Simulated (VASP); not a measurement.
A run of VASP 6.6.1 is set up as follows.

File INCAR:

```
ALGO     = Normal         # electronic algorithm
EDIFF    = 1E-6           # SCF threshold, eV
ENCUT    = 520            # plane-wave cutoff, eV
GGA      = PS             # functional
ISIF     = 2              # what is computed and relaxed
ISMEAR   = 0              # smearing method
LASPH    = True           # aspherical terms in the spheres
LCHARG   = True           # write CHGCAR
LELF     = True           # ELF
LREAL    = Auto         
LVHAR    = True         
LWAVE    = False          # write WAVECAR
NBANDS   = 43             # bands
NELECT   = 62.0         
NELM     = 60             # most SCF steps
PREC     = Accurate       # precision mode
SIGMA    = 0.02           # smearing width, eV
```

KPOINTS

```
k-points
0
Gamma
  3 3 3
```

File POSCAR:

```
Si
1.0
    0.0000000000      5.4338342048     -5.4338342048
    5.4338342048      5.4338342048      0.0000000000
    5.4338342048      0.0000000000     -5.4338342048
Si
15
Direct
    0.2135153478     -0.1405462462      0.2135155318
    0.1329159987      0.6312136828      0.1329159987
    0.6201484758      0.1262508156      0.1334521762
    0.6029543553      0.6312135908      0.1329160907
    0.1334520842      0.1262509076      0.6201485678
    0.1329159987      0.6312134987      0.6029544474
    0.6201484758      0.1262508156      0.6201484758
    0.6262337737      0.6212985845      0.6262337737
    0.2394550424      0.2440919156      0.2394550424
    0.7532266068      0.7471187649      0.2464281113
    0.7769979430      0.2440919156      0.2394550424
    0.2464281113      0.7471187649      0.7532266068
    0.2394550424      0.2440919156      0.7769979430
    0.7532265148      0.7471188570      0.7532265148
    0.7526759827      0.2419721417      0.7526759827
```

Potentials or basis: VASP PAW PBE potentials, release 64 (Si).

The run is started by

```bash
$ cat potpaw_PBE.64/Si/POTCAR > POTCAR
$ mpirun -np 1 vasp_std > vasp.out
```

Predict the largest force.

0.438 eV/Å.

Forces on the atoms (eV/Å):
```
Si  -0.253 -0.253 -0.253
Si   0.000  0.000  0.031
Si   0.026  0.015  0.015
Si   0.000  0.031  0.000
Si   0.015  0.026  0.015
Si   0.031  0.000  0.000
Si   0.015  0.015  0.026
Si   0.001  0.001  0.001
Si   0.019  0.019  0.067
Si   0.036  0.014  0.014
Si   0.019  0.067  0.019
Si   0.014  0.036  0.014
Si   0.067  0.019  0.019
Si   0.014  0.014  0.036
Si  -0.002 -0.002 -0.002
```

Caveat: the cell carries a net charge on a neutralising background, which shifts energy and pressure; the PAW data sets were made with another functional, which shifts forces and pressure a little.
